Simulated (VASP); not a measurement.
Write the native input for VASP 6.6.1 that does the following.

- Task: single point
- Functional: PBEsol
- Potentials or basis: VASP PAW PBE potentials, release 64 (Ga_d, O, Al)
- Cutoff: 600 eV
- k mesh: 2 × 2 × 2, shifted
- Occupations: fermi-dirac, width 0.05 eV
- Spin: collinear spin
- Starting moments: [0.1, 0.1, 0.1, 0.1, 0.1, 0.1, 0.1, 0.1, 0.1, 0.1, 0.1, 0.1, 0.1, 0.1, 0.1, 0.1, 0.1, 0.1, 0.1, 0.1] μB
- Dipole correction: no
- Further INCAR settings: ALGO = Normal; EDIFF = 1e-06; NBANDS = 103

The structure of AlGa7O12 lies in POSCAR:

```
AlGa7O12
1.0
   12.2216800000      0.0000000000     -0.0028170000
    0.0000000000      3.0318840000      0.0000000000
   -1.3758560000      0.0000000000      5.6235680000
Ga O Al
7 12 1
Direct
    0.4083080000      0.5106430000      0.2009830000
    0.1613600000      0.5071440000      0.3167150000
    0.9075680000      0.9964820000      0.2003600000
    0.6606440000      0.9965320000      0.3108950000
    0.3393480000      0.0045090000      0.6815650000
    0.5917810000      0.5024760000      0.7965070000
    0.8421190000      0.4909510000      0.6829270000
    0.3342980000      0.4985600000      0.8878240000
    0.3271170000      0.5005100000      0.4377040000
    0.0011480000      0.4935660000      0.7421390000
    0.1660240000      0.9977370000      0.1113220000
    0.8370700000      0.9991390000      0.8947730000
    0.1748210000      0.0005680000      0.5609800000
    0.8250320000      0.0033400000      0.4410090000
    0.4960420000      0.0047650000      0.2532160000
    0.5047470000      0.0034430000      0.7480800000
    0.6633840000      0.5046380000      0.1054000000
    0.6737190000      0.4948030000      0.5638700000
    0.9974380000      0.4957710000      0.2554830000
    0.0913510000      0.9958720000      0.7906430000
```

The input as run:

INCAR

```
SYSTEM = AlGa7O12
PREC = Accurate ; ENCUT = 600
EDIFF = 1E-6 ; ISMEAR = -1
SIGMA = 0.05 ; LREAL = .FALSE.
LASPH = .TRUE. ; NELM = 200
ALGO = Normal ; ISIF = 2
LWAVE = .FALSE. ; LCHARG = .FALSE.
ISPIN = 2 ; MAGMOM = 0.1 0.1 0.1 0.1 0.1 0.1 0.1 0.1 0.1 0.1 0.1 0.1 0.1 0.1 0.1 0.1 0.1 0.1 0.1 0.1
LORBIT = 11 ; GGA = PS
NBANDS = 103 ; GGA_COMPAT = .FALSE.
```

KPOINTS

```
Automatic mesh
0
Gamma
  2 2 2
  0.5 0.5 0.5
```

Potentials or basis: VASP PAW PBE potentials, release 64 (Ga_d, O, Al).

Run with:

```bash
$ cat potpaw_PBE.64/Ga_d/POTCAR potpaw_PBE.64/O/POTCAR potpaw_PBE.64/Al/POTCAR > POTCAR
$ mpirun -np 1 vasp_std > vasp.out
```

It gave:

```json
{"Pressure": "-0.3 GPa", "Largest force": "2.444 eV/Å", "Band gap on the k mesh": "5.25 eV", "Net moment": "0.00 μB per cell", "Valence electrons inside the program's atomic spheres": "Ga 11.90, 11.69, 11.91, 11.67, 11.95 (each value once); O 5.04, 5.05, 5.09, 5.07, 5.06, 5.03 (each value once); Al 0.71"}
```

Caveat: the k points lie up to 1.04 Å⁻¹ apart; the PAW data sets were made with another functional, which shifts forces and pressure a little; a shifted mesh leaves out Γ, where band edges can lie.

Run time: 4.2 min on 1 thread of Intel(R) Xeon(R) Platinum 8488C (Sapphire Rapids), on a shared host, peak memory 0.48 GiB.
